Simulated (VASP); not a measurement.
GaN:

```
CELL_PARAMETERS angstrom
0.00000 2.24895 2.24895
2.24895 0.00000 2.24895
2.24895 2.24895 0.00000
ATOMIC_POSITIONS crystal
Ga 0.00000 0.00000 0.00000
N 0.75000 0.75000 0.75000
```

Base run:

```yaml
Program: VASP 6.6.1
Functional: r2SCAN
Potentials_or_basis: VASP PAW PBE potentials, release 64 (Ga_d, N)
Cutoff: 520 eV
k_mesh: 6 × 6 × 6
Occupations: gaussian, width 0.01 eV
Spin: no spin polarisation
```

Its results: band gap on the k mesh 2.16 eV; pressure 1.0 GPa.

Problem. After a change of settings the same cell gave: band gap on the k mesh 1.76 eV; pressure 6.2 GPa. Which change was it?
A. functional from r2SCAN to HSE06; further incar settings from ALGO = Normal; EDIFF = 1e-06; NBANDS = 16 to ALGO = Normal; EDIFF = 1e-07; NBANDS = 16
B. functional from r2SCAN to LDA; potentials or basis from VASP PAW PBE potentials, release 64 (Ga_d, N) to VASP PAW LDA potentials, release 64 (Ga_d, N)
C. functional from r2SCAN to PBE

Solution. C.

Caveats: the PAW data sets were made with another functional, which shifts forces and pressure a little (at least some runs); the cell stands under pressure (at least some runs).
